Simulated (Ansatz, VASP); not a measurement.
**Two plane-wave programs on ScBi3**

The input INCAR:

```
SYSTEM = ScBi3
PREC = Accurate ; ENCUT = 520
EDIFF = 1E-7 ; ISMEAR = -1
SIGMA = 0.01 ; LREAL = .False.
LASPH = .True. ; NELM = 150
ALGO = Fast ; ISIF = 2
LWAVE = .False. ; LCHARG = .False.
LMAXMIX = 4 ; LDAU = .True.
LDAUTYPE = 2 ; LDAUL = 2 -1
LDAUU = 7.4 0 ; LDAUJ = 0 0
LDAUPRINT = 1 ; GGA = B5
ALDAX = 1.0 ; AGGAX = 1.0
AGGAC = 1.0 ; ALDAC = 0.0
NBANDS = 36
```

The input KPOINTS:

```
regular mesh
0
Gamma
  2 2 2
  0 0 0
```

Contents of POSCAR:

```
ScBi3
1.0
   -2.3150920000      2.3150920000      5.4106620000
    2.3150920000     -2.3150920000      5.4106620000
    2.3150920000      2.3150920000     -5.4106620000
Sc Bi
1 3
Direct
    0.0000000000      0.0000000000      0.0000000000
    0.7500000000      0.2500000000      0.5000000000
    0.2500000000      0.7500000000      0.5000000000
    0.5000000000      0.5000000000      0.0000000000
```

Input for Ansatz:

```yaml
crystal:
  lattice:
    - [-2.315092, 2.315092, 5.410662]
    - [2.315092, -2.315092, 5.410662]
    - [2.315092, 2.315092, -5.410662]
  atoms:
    - { symbol: Sc, position: [0.0, 0.0, 0.0] }
    - { symbol: Bi, position: [0.75, 0.25, 0.5] }
    - { symbol: Bi, position: [0.25, 0.75, 0.5] }
    - { symbol: Bi, position: [0.5, 0.5, 0.0] }
basis:
  ecutwfc: 420
kpoints:
  mp_grid: { grid: [2, 2, 2] }
hamiltonian:
  xc: blyp
  hubbard: { sites: [{ species: Sc, l: d, u_eff: 7.4 }] }
scf:
  occupations: { method: fermi_dirac, width: 0.01 }
output:
  forces: true
  stress: true
  eigenvalues: true
```

Alike in both runs: task single point; functional BLYP; k mesh 2 × 2 × 2; occupations fermi-dirac, width 0.01 eV; no spin polarisation; Hubbard terms Sc d U = 7.4 eV.

```csv
,VASP,Ansatz
version,VASP 6.6.1,Ansatz 0.2.0
potentials or method,"VASP PAW PBE potentials, release 64 (Sc_sv, Bi_d), cutoff 520 eV","scalar-relativistic, plane waves, PAW"
valence electrons in the cell,56,56
```

|  | VASP | Ansatz | Ansatz less VASP |
| --- | --- | --- | --- |
| gap on the k mesh at the Fermi level (eV) | none | none | - |
| pressure (GPa) | 5.7 | 8.5 | +2.74 |
| traceless stress, the component that is largest in VASP (GPa) | -6.91 | -7.81 | -0.904 |

VASP's potentials were made for PBE, not for BLYP. The programs project onto different local orbitals, so the same U acts differently, and such runs can settle in different states. A gap of «none» marks a metal or a gap that the smearing closes. Ansatz's warnings: filled band counts differ across k points.

The k mesh is coarse, so the values compare programs but aren't converged. Neither program's run includes spin-orbit coupling.
